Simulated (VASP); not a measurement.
Set up this calculation in VASP 6.6.1, as the native input.

* Task: single point
* Functional: PBE
* Potentials or basis: VASP PAW PBE potentials, release 64 (Hf_pv)
* Cutoff: 500 eV
* k mesh: 6 × 6 × 4
* Occupations: gaussian, width 0.1 eV
* Spin: no spin polarisation
* Dipole correction: no
* Further INCAR settings: ALGO = Normal; EDIFF = 1e-06; NBANDS = 17

The structure of Hf lies in POSCAR:

```
Hf
1.0
    3.1978286939      0.0000000000      0.0000000000
   -1.5989143469      2.7694008859      0.0000000000
    0.0000000000      0.0000000000      5.0995812591
Hf
2
Direct
    0.3333333333      0.6666666667      0.2500000000
    0.6666666667      0.3333333333      0.7500000000
```

These files were run (other wordings do the same):

INCAR

```
PREC = Accurate ; ENCUT = 500
EDIFF = 1E-6 ; ISMEAR = 0
SIGMA = 0.1 ; LREAL = False
LASPH = True ; NELM = 120
ALGO = Normal ; ISIF = 2
LWAVE = False ; LCHARG = False
GGA = PE ; NBANDS = 17
GGA_COMPAT = False
```

KPOINTS

```
regular mesh
0
Gamma
  6 6 4
```

Potentials or basis: VASP PAW PBE potentials, release 64 (Hf_pv).

Launch:

```bash
$ cat potpaw_PBE.64/Hf_pv/POTCAR > POTCAR
$ mpirun -np 1 vasp_std > vasp.out
```

It gave:

- Pressure: -0.4 GPa
- Band gap on the k mesh: zero (bands 10 and 11 overlap by 1.40 eV)

Caveat: the k points lie up to 0.38 Å⁻¹ apart, too coarse for converged energies and pressures of a metal; spin-orbit coupling is left out, which moves the levels of the heavy elements.

It took 6.7 s on 1 thread of Intel(R) Xeon(R) 6975P-C (Granite Rapids), with other jobs on the host, peak memory 0.16 GiB.
